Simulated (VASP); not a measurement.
# BAs (F-43m) in VASP: a series of runs

BAs is run at these levels: PBE; tasks: single point.

Everything below comes from runs of VASP 6.6.1. Logs are shortened: lines on timing, memory, paths and dates and some standing lists are left out, and cuts for length are marked.

## (1) The cell of the first run

Symmetry: F-43m, No. 216, cubic system. Conventional cell: a = 4.784 Å, b = 4.784 Å, c = 4.784 Å, α = 90.00°, β = 90.00°, γ = 90.00°. Within 2.7 Å of B (site symmetry -43m) lie 4 As at 2.07 Å. As (site symmetry -43m) has 4 B at 2.07 Å within 2.7 Å.

## (2) Single point, PBE

The input, INCAR:

```
SYSTEM = BAs
ALGO = Normal ; EDIFF = 1E-6
ENCUT = 500 ; GGA = PE
GGA_COMPAT = .False. ; ISIF = 2
ISMEAR = 0 ; LASPH = .True.
LCHARG = .False. ; LREAL = .False.
LWAVE = .False. ; NBANDS = 11
NELM = 120 ; PREC = Accurate
SIGMA = 0.01
```

The input, KPOINTS:

```
k-points
0
Gamma
  5 5 5
  0 0 0
```

The input, POSCAR:

```
BAs
1.0
    0.0000000000      2.3918698977      2.3918698977
    2.3918698977      0.0000000000      2.3918698977
    2.3918698977      2.3918698977      0.0000000000
B As
1 1
Direct
    0.0000000000      0.0000000000      0.0000000000
    0.2500000000      0.2500000000      0.2500000000
```

Potentials or basis: VASP PAW PBE potentials, release 64 (B, As).

Command:

```bash
$ cat potpaw_PBE.64/B/POTCAR potpaw_PBE.64/As/POTCAR > POTCAR
$ mpirun -np 1 vasp_std > vasp.out
```

OUTCAR:

```text
SYSTEM = BAs
   EDIFF = 1E-6
   ENCUT = 500
   GGA = PE
   ISIF = 2
   ISMEAR = 0
   LASPH = .True.
   LREAL = .False.
   NELM = 120
   PREC = Accurate

 ion  position               nearest neighbor table
   1  0.000  0.000  0.000-   2 2.07   2 2.07   2 2.07   2 2.07
   2  0.250  0.250  0.250-   1 2.07   1 2.07   1 2.07   1 2.07

  LATTYP: Found a face centered cubic cell.
 ALAT       =     4.7837397954

  Lattice vectors:

 A1 = (   0.0000000000,   2.3918698977,   2.3918698977)
 A2 = (   2.3918698977,   0.0000000000,   2.3918698977)
 A3 = (   2.3918698977,   2.3918698977,   0.0000000000)

Analysis of symmetry for initial positions (statically):
=====================================================================
 Subroutine PRICEL returns:
 Original cell was already a primitive cell.

 Routine SETGRP: Setting up the symmetry group for a
 face centered cubic supercell.

 Subroutine GETGRP returns: Found 24 space group operations
 (whereof 24 operations were pure point group operations)
 out of a pool of 48 trial point group operations.

The static configuration has the point symmetry T_d .

Analysis of symmetry for dynamics (positions and initial velocities):
=====================================================================
 Subroutine PRICEL returns:
 Original cell was already a primitive cell.

 Routine SETGRP: Setting up the symmetry group for a
 face centered cubic supercell.

 Subroutine GETGRP returns: Found 24 space group operations
 (whereof 24 operations were pure point group operations)
 out of a pool of 48 trial point group operations.

The dynamic configuration has the point symmetry T_d .

 Subroutine INISYM returns: Found 24 space group operations
 (whereof 24 operations are pure point group operations),
 and found     1 'primitive' translations

----------------------------------------------------------------------------------------

                                     Primitive cell

  volume of cell :      27.3680

  direct lattice vectors                    reciprocal lattice vectors
     0.000000000  2.391869898  2.391869898    -0.209041470  0.209041470  0.209041470
     2.391869898  0.000000000  2.391869898     0.209041470 -0.209041470  0.209041470
     2.391869898  2.391869898  0.000000000     0.209041470  0.209041470 -0.209041470

  length of vectors
     3.382614849  3.382614849  3.382614849     0.362070447  0.362070447  0.362070447

  position of ions in fractional coordinates (direct lattice)
     0.000000000  0.000000000  0.000000000
     0.250000000  0.250000000  0.250000000

  ion indices of the primitive-cell ions
   primitive index   ion index
                 1           1
                 2           2

----------------------------------------------------------------------------------------

 KPOINTS: k-points

Automatic generation of k-mesh.
 Grid dimensions read from file:
 generate k-points for:    5    5    5

 Generating k-lattice:

  Cartesian coordinates                     Fractional coordinates (reciprocal lattice)
    -0.041808294  0.041808294  0.041808294     0.200000000  0.000000000  0.000000000
     0.041808294 -0.041808294  0.041808294     0.000000000  0.200000000  0.000000000
     0.041808294  0.041808294 -0.041808294     0.000000000  0.000000000  0.200000000

  Length of vectors
     0.072414089  0.072414089  0.072414089

  Shift w.r.t. Gamma in fractional coordinates (k-lattice)
     0.000000000  0.000000000  0.000000000

 Subroutine IBZKPT returns following result:
 ===========================================

 Found     10 irreducible k-points:

 Following reciprocal coordinates:
            Coordinates               Weight
  0.000000  0.000000  0.000000      1.000000
  0.200000  0.000000  0.000000      8.000000
  0.400000  0.000000  0.000000      8.000000
  0.200000  0.200000  0.000000      6.000000
  0.400000  0.200000  0.000000     24.000000
 -0.400000  0.200000  0.000000     24.000000
 -0.200000  0.200000  0.000000     12.000000
  0.400000  0.400000  0.000000      6.000000
 -0.400000  0.400000  0.000000     12.000000
 -0.400000  0.400000  0.200000     24.000000
   k-points           NKPTS =     10   k-points in BZ     NKDIM =     10   number of bands    NBANDS=     11
   number of dos      NEDOS =    301   number of ions     NIONS =      2
   total plane-waves  NPLWV =  21952
   dimension x,y,z NGX =    28 NGY =   28 NGZ =   28
   dimension x,y,z NGXF=    56 NGYF=   56 NGZF=   56
   ions per type =               1   1
   NGX,Y,Z   is equivalent  to a cutoff of  13.76, 13.76, 13.76 a.u.
   NGXF,Y,Z  is equivalent  to a cutoff of  27.52, 27.52, 27.52 a.u.
 SYSTEM =  BAs
   PREC   = accura    normal or accurate (medium, high low for compatibility)
   ISTART =      0    job   : 0-new  1-cont  2-samecut
   ICHARG =      2    charge: 1-file 2-atom 10-const
   ISPIN  =      1    spin polarized calculation?
   LNONCOLLINEAR =      F non collinear calculations
   LSORBIT =      F    spin-orbit coupling
   LASPH  =      T    aspherical Exc in radial PAW
   ENCUT  =  500.0 eV  36.75 Ry    6.06 a.u.   6.17  6.17  6.17*2*pi/ulx,y,z
   NELM   =    120;   NELMIN=  2; NELMDL= -5     # of ELM steps
   EDIFF  = 0.1E-05   stopping-criterion for ELM
   LREAL  =      F    real-space projection
   EDIFFG = 0.1E-04   stopping-criterion for IOM
   NSW    =      0    number of steps for IOM
   IBRION =     -1    ionic relax: 0-MD 1-quasi-New 2-CG
   NFREE  =      0    steps in history (QN), initial steepest desc. (CG)
   ISIF   =      2    stress and relaxation
   ISYM   =      2    0-nonsym 1-usesym 2-fastsym
   POTIM  = 0.5000    time-step for ionic-motion
   TEBEG  =    0.0;   TEEND  =   0.0 temperature during run
   PSTRESS=    0.0 pullay stress
   NELECT =       8.0000    total number of electrons
   NUPDOWN=      -1.0000    fix difference up-down
   EMIN   =  10.00;   EMAX   =-10.00  energy-range for DOS
   EFERMI =   0.00;   METHOD = LEGACY
   ISMEAR =     0;   SIGMA  =   0.01  broadening in eV -4-tet -1-fermi 0-gaus
   EFERMI_NEDOS =   21; number of points for ismear=-14 and -15
   IALGO  =     38    algorithm
   IMIX   =      4    mixing-type and parameters
     AMIX     =   0.40;   BMIX     =  1.00
     AMIX_MAG =   1.60;   BMIX_MAG =  1.00
  volume/ion in A,a.u.               =      13.68        92.34
  Fermi-wavevector in a.u.,A,eV,Ry     =   1.086486  2.053160 16.061008  1.180451
  Thomas-Fermi vector in A             =   2.222623
   LORBIT       =      0    0 simple, 1 ext, 2 COOP (PROOUT), +10 PAW based schemes
   GGA     = PE    functional components
   LHFCALC =     F    Hartree Fock is set to
   AEXX    =    0.0000 exact exchange contribution
   IVDW    =     0    specifies the selected vdW correction
   LEPSILON=     F    determine dielectric tensor
   LRPA    =     F    only Hartree local field effects (RPA)
 non-spin polarized calculation
 Gauss-broadening in eV      SIGMA  =   0.01
  energy-cutoff  :      500.00
  volume of cell :       27.37
 maximum number of plane-waves:       725
 NGX is ok and might be reduce to    28
   NGX = 13   NGY = 13   NGZ = 13

 number of electron       8.0000000 magnetization

 Free energy of the ion-electron system (eV)
  ---------------------------------------------------
  ext. energy  EPLUGINS =         0.00000000
  ---------------------------------------------------
  free energy    TOTEN  =       -11.35258918 eV

  energy without entropy =      -11.35258918  energy(sigma->0) =      -11.35258918

 E-fermi :   6.1426     XC(G=0): -10.5576

 val. band max:        6.0952510494   @ k =   0.0000   0.0000   0.0000
 cond. band min:       7.2694012417   @ k =   0.4000   0.4000   0.0000
 fundamental gap:      1.1741501923
 Fermi energy:         6.1426476893

 k-point     1 :       0.0000    0.0000    0.0000
  band No.  band energies     occupation
      1      -9.2721      2.00000
      2       6.0953      2.00000
      3       6.0953      2.00000
      4       6.0953      2.00000
      5       9.3599      0.00000
      6       9.3599      0.00000
      7       9.3599      0.00000
      8      10.7296      0.00000
      9      15.6553      0.00000
     10      19.0185      0.00000
     11      19.0185      0.00000

 k-point     2 :       0.2000    0.0000    0.0000
  band No.  band energies     occupation
      1      -8.6260      2.00000
      2       2.3410      2.00000
      3       5.2216      2.00000
      4       5.2216      2.00000
      5       9.2806      0.00000
      6      10.4713      0.00000
      7      10.4713      0.00000
      8      13.2431      0.00000
      9      17.2388      0.00000
     10      17.2388      0.00000
     11      17.2936      0.00000

 k-point     3 :       0.4000    0.0000    0.0000
  band No.  band energies     occupation
      1      -6.9474      2.00000
      2      -1.8114      2.00000
      3       4.3898      2.00000
      4       4.3898      2.00000
      5       8.8232      0.00000
      6      10.9015      0.00000
      7      10.9015      0.00000
      8      14.9410      0.00000
      9      18.1248      0.00000
     10      19.1995      0.00000
     11      19.1995      0.00000

 k-point     4 :       0.2000    0.2000    0.0000
  band No.  band energies     occupation
      1      -8.4068      2.00000
      2       3.0980      2.00000
      3       3.9700      2.00000
      4       3.9700      2.00000
      5       8.0814      0.00000
      6      11.3887      0.00000
      7      12.4038      0.00000
      8      12.4038      0.00000
      9      15.8094      0.00000
     10      18.6310      0.00000
     11      19.9713      0.00000
[... 43 lines left out ...]
 k-point     8 :       0.4000    0.4000    0.0000
  band No.  band energies     occupation
      1      -6.0352      2.00000
      2      -1.2131      2.00000
      3       2.2538      2.00000
      4       2.2538      2.00000
      5       7.2694      0.00000
      6       8.3437      0.00000
      7      16.4545      0.00000
      8      16.4545      0.00000
      9      18.3689      0.00000
     10      22.8073      0.00000
     11      22.8531      0.00000

 k-point     9 :      -0.4000    0.4000    0.0000
  band No.  band energies     occupation
      1      -5.0766      2.00000
      2      -2.1598      2.00000
      3       0.4900      2.00000
      4       2.4117      2.00000
      5       7.9177      0.00000
      6      10.4613      0.00000
      7      15.9083      0.00000
      8      16.2275      0.00000
      9      17.3777      0.00000
     10      20.3057      0.00000
     11      22.7275      0.00000

 k-point    10 :      -0.4000    0.4000    0.2000
  band No.  band energies     occupation
      1      -5.5753      2.00000
      2      -1.5208      2.00000
      3       0.6457      2.00000
      4       1.9480      2.00000
      5      10.5007      0.00000
      6      11.3891      0.00000
      7      12.1872      0.00000
      8      15.7305      0.00000
      9      17.1682      0.00000
     10      20.2456      0.00000
     11      22.6461      0.00000

------------------------ aborting loop because EDIFF is reached ----------------------------------------

  FORCE on cell =-STRESS in cart. coord.  units (eV):
  Direction    XX          YY          ZZ          XY          YZ          ZX
  --------------------------------------------------------------------------------------
  -------------------------------------------------------------------------------------
  Total        0.5080444      0.5080444      0.5080444      0.0000000      0.0000000     -0.0000000
  in kB       29.7419587     29.7419587     29.7419587      0.0000000      0.0000000     -0.0000000
  external PRESSURE =      29.7419587 kB  Pullay stress =       0.0000000 kB

 VOLUME and BASIS-vectors are now :
 -----------------------------------------------------------------------------
  energy-cutoff  :      500.00
  volume of cell :       27.37
      direct lattice vectors                 reciprocal lattice vectors
     0.000000000  2.391869898  2.391869898    -0.209041470  0.209041470  0.209041470
     2.391869898  0.000000000  2.391869898     0.209041470 -0.209041470  0.209041470
     2.391869898  2.391869898  0.000000000     0.209041470  0.209041470 -0.209041470

 POSITION                                       TOTAL-FORCE (eV/Angst)
 -----------------------------------------------------------------------------------
      0.00000      0.00000      0.00000        -0.000000     -0.000000     -0.000000
      1.19593      1.19593      1.19593         0.000000      0.000000      0.000000
 -----------------------------------------------------------------------------------
    total drift:                               -0.000000     -0.000000     -0.000000

  FREE ENERGIE OF THE ION-ELECTRON SYSTEM (eV)
  ---------------------------------------------------
  free  energy   TOTEN  =       -11.3525891815 eV

  energy  without entropy=      -11.3525891815  energy(sigma->0) =      -11.35258918
```

Wall time 5.2 s (1 thread of Intel Xeon 6975P-C, shared host); peak memory 0.15 GiB.

Results:

```yaml
Free_energy: -11.3526 eV
Pressure: 3.0 GPa
Band_gap_on_the_k_mesh: 1.17 eV, indirect (least direct gap 3.26 eV)
```

Levels at points of the mesh, in eV from the valence-band top:
```tsv
k point	band 2	band 3	band 4	band 5	band 6	band 7
(0.00, 0.00, 0.00)	0.00	0.00	0.00	3.26	3.26	3.26
```

Caveat: the k points lie up to 0.45 Å⁻¹ apart. A hybrid or GW would open this gap; PBE tends to underestimate it.

## (3) Single point, PBE

The input, INCAR:

```
SYSTEM = BAs
  PREC = Accurate
  ENCUT = 500
  EDIFF = 1E-6
  ISMEAR = 1
  SIGMA = 0.18
  LREAL = .False.
  LASPH = .True.
  NELM = 120
  ALGO = Normal
  ISIF = 2
  LWAVE = .False.
  LCHARG = .False.
  GGA = PE
  NBANDS = 11
  GGA_COMPAT = .False.
```

The input, KPOINTS:

```
Automatic mesh
0
Gamma
  6 6 6
  0 0 0
```

POSCAR is that of step 2.

Potentials or basis: VASP PAW PBE potentials, release 64 (B, As).

Command:

```bash
$ cat potpaw_PBE.64/B/POTCAR potpaw_PBE.64/As/POTCAR > POTCAR
$ mpirun -np 1 vasp_std > vasp.out
```

OUTCAR:

```text
SYSTEM = BAs
   PREC = Accurate
   ENCUT = 500
   EDIFF = 1E-6
   ISMEAR = 1
   LREAL = .False.
   LASPH = .True.
   NELM = 120
   ISIF = 2
   GGA = PE

 ion  position               nearest neighbor table
   1  0.000  0.000  0.000-   2 2.07   2 2.07   2 2.07   2 2.07
   2  0.250  0.250  0.250-   1 2.07   1 2.07   1 2.07   1 2.07

  LATTYP: Found a face centered cubic cell.
 ALAT       =     4.7837397954

  Lattice vectors:

 A1 = (   0.0000000000,   2.3918698977,   2.3918698977)
 A2 = (   2.3918698977,   0.0000000000,   2.3918698977)
 A3 = (   2.3918698977,   2.3918698977,   0.0000000000)

Analysis of symmetry for initial positions (statically):
=====================================================================
 Subroutine PRICEL returns:
 Original cell was already a primitive cell.

 Routine SETGRP: Setting up the symmetry group for a
 face centered cubic supercell.

 Subroutine GETGRP returns: Found 24 space group operations
 (whereof 24 operations were pure point group operations)
 out of a pool of 48 trial point group operations.

The static configuration has the point symmetry T_d .

Analysis of symmetry for dynamics (positions and initial velocities):
[... 161 lines left out ...]
      2       6.0859      2.00000
      3       6.0859      2.00000
      4       6.0859      2.00000
      5       9.3545     -0.00000
      6       9.3545     -0.00000
      7       9.3545     -0.00000
      8      10.7194      0.00000
      9      15.6471      0.00000
     10      19.0152      0.00000
     11      19.0152      0.00000
[... 197 lines left out ...]
 k-point    16 :      -0.3333    0.5000    0.1667
  band No.  band energies     occupation
      1      -4.9934      2.00000
      2      -2.1019      2.00000
      3       0.9535      2.00000
      4       1.1486      2.00000
      5       9.8542      0.00000
      6      10.0646      0.00000
      7      14.7034      0.00000
      8      14.9488      0.00000
      9      18.3581      0.00000
     10      21.6917      0.00000
     11      21.8842      0.00000

------------------------ aborting loop because EDIFF is reached ----------------------------------------

  FORCE on cell =-STRESS in cart. coord.  units (eV):
  Direction    XX          YY          ZZ          XY          YZ          ZX
  --------------------------------------------------------------------------------------
  -------------------------------------------------------------------------------------
  Total        0.4873814      0.4873814      0.4873814      0.0000000      0.0000000     -0.0000000
  in kB       28.5323067     28.5323067     28.5323067      0.0000000      0.0000000     -0.0000000
  external PRESSURE =      28.5323067 kB  Pullay stress =       0.0000000 kB

 VOLUME and BASIS-vectors are now :
 -----------------------------------------------------------------------------
  energy-cutoff  :      500.00
  volume of cell :       27.37
      direct lattice vectors                 reciprocal lattice vectors
     0.000000000  2.391869898  2.391869898    -0.209041470  0.209041470  0.209041470
     2.391869898  0.000000000  2.391869898     0.209041470 -0.209041470  0.209041470
     2.391869898  2.391869898  0.000000000     0.209041470  0.209041470 -0.209041470

 POSITION                                       TOTAL-FORCE (eV/Angst)
 -----------------------------------------------------------------------------------
      0.00000      0.00000      0.00000        -0.000000     -0.000000     -0.000000
      1.19593      1.19593      1.19593         0.000000      0.000000      0.000000
 -----------------------------------------------------------------------------------
    total drift:                               -0.000000     -0.000000     -0.000000

  FREE ENERGIE OF THE ION-ELECTRON SYSTEM (eV)
  ---------------------------------------------------
  free  energy   TOTEN  =       -11.3895257204 eV

  energy  without entropy=      -11.3896706681  energy(sigma->0) =      -11.38957404
```

OSZICAR:

```text
N       E                     dE             d eps       ncg     rms          rms(c)
DAV:   1     0.114172588358E+02    0.11417E+02   -0.37718E+03   352   0.626E+02
DAV:   2    -0.112302605760E+02   -0.22648E+02   -0.21284E+02   462   0.101E+02
DAV:   3    -0.120234294008E+02   -0.79317E+00   -0.79122E+00   438   0.172E+01
DAV:   4    -0.120257442187E+02   -0.23148E-02   -0.23148E-02   382   0.105E+00
DAV:   5    -0.120257480093E+02   -0.37906E-05   -0.37910E-05   432   0.456E-02    0.491E+00
DAV:   6    -0.114550015092E+02    0.57075E+00   -0.15810E+00   376   0.510E+00    0.238E+00
DAV:   7    -0.113958421227E+02    0.59159E-01   -0.19044E-01   403   0.214E+00    0.984E-01
DAV:   8    -0.113890437625E+02    0.67984E-02   -0.20509E-02   391   0.814E-01    0.985E-02
DAV:   9    -0.113893586727E+02   -0.31491E-03   -0.78316E-04   409   0.161E-01    0.586E-02
DAV:  10    -0.113895196851E+02   -0.16101E-03   -0.19702E-04   369   0.857E-02    0.121E-02
DAV:  11    -0.113895255225E+02   -0.58374E-05   -0.53210E-06   429   0.155E-02    0.103E-02
DAV:  12    -0.113895257204E+02   -0.19794E-06   -0.27422E-06   358   0.906E-03
   1 F= -.11389526E+02 E0= -.11389574E+02  d E =0.144948E-03
```

It took 6.9 s on 1 thread of Intel Xeon 6975P-C, shared host; peak memory 0.15 GiB.

Results:

- Free energy: -11.3895 eV
- Pressure: 2.9 GPa
- Band gap on the k mesh: 1.28 eV, indirect (least direct gap 3.27 eV)

Levels at points of the mesh, in eV from the valence-band top:
| k point | band 1 | band 2 | band 3 | band 4 | band 5 | band 6 | band 7 | band 8 |
| --- | --- | --- | --- | --- | --- | --- | --- | --- |
| (0.00, 0.00, 0.00) | -15.36 | 0.00 | 0.00 | 0.00 | 3.27 | 3.27 | 3.27 | 4.63 |
| (0.50, 0.00, 0.00) | -12.51 | -8.76 | -1.82 | -1.82 | 2.67 | 4.77 | 4.77 | 8.86 |
| (0.50, 0.50, 0.00) | -11.20 | -8.51 | -4.06 | -4.06 | 1.43 | 1.44 | 11.33 | 11.33 |
